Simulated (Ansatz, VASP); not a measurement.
## Two plane-wave programs on CaO

```
CELL_PARAMETERS angstrom
0.00000 2.35368 2.35368
2.35368 0.00000 2.35368
2.35368 2.35368 0.00000
ATOMIC_POSITIONS crystal
Ca 0.00000 0.00000 0.00000
O 0.50000 0.50000 0.50000
```

Alike in both runs: functional LDA; k mesh 8 × 8 × 8; occupations gaussian, width 0.02 eV; no spin polarisation.

Ansatz relaxed the structure, and its values are those at the end. VASP's run is a single point on that final structure, the one shown.

```csv
,VASP,Ansatz
version,VASP 6.6.1,Ansatz 0.2.0
potentials or method,"VASP PAW LDA potentials, release 64 (Ca_sv, O), cutoff 600 eV","scalar-relativistic, plane waves, PAW"
valence electrons in the cell,16,16
```

```csv
,VASP,Ansatz,Ansatz less VASP
gap on the k mesh at the Fermi level (eV),3.42,3.45,+0.029
least direct gap on the mesh (eV),3.78,3.81,+0.030
pressure (GPa),0.9,0.0,-0.89
```

Ansatz warns that its potentials were made for another functional, while VASP's fit it. LDA's correlation is that of Perdew and Zunger in VASP and of Perdew and Wang (1992) in Ansatz.
